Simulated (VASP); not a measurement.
A run of VASP 6.6.1:

Contents of INCAR:

```
SYSTEM = Hf
ALGO = Normal
EDIFF = 1E-6
ENCUT = 520
GGA = PE
ISIF = 2
ISMEAR = -1
LASPH = .True.
LCHARG = .False.
LREAL = .False.
LWAVE = .False.
NBANDS = 11
NELM = 80
PREC = Accurate
SIGMA = 0.08
```

KPOINTS

```
k-points
0
Gamma
  15 15 15
  0 0 0
```

Contents of POSCAR:

```
Hf
1.0
    2.7528789470      0.0000000000      0.0000000000
    0.0000000000      2.7528789470      0.0000000000
    0.0000000000      0.0000000000      2.7528789470
Hf
1
Direct
    0.0000000000      0.0000000000      0.0000000000
```

Potentials or basis: VASP PAW PBE potentials, release 64 (Hf_pv).

Command:

```bash
$ cat potpaw_PBE.64/Hf_pv/POTCAR > POTCAR
$ mpirun -np 1 vasp_std > vasp.out
```

Hardware: 1 thread of Intel(R) Xeon(R) Platinum 8259CL CPU @ 2.50GHz (Skylake/Cascade Lake) (shared host).

Q: Estimate the wall time of this run.

A: Wall time 21 s on 1 thread of Intel(R) Xeon(R) Platinum 8259CL CPU @ 2.50GHz (Skylake/Cascade Lake) (shared host), peak memory 0.14 GiB. Counts: scf iterations 11, k points 120.
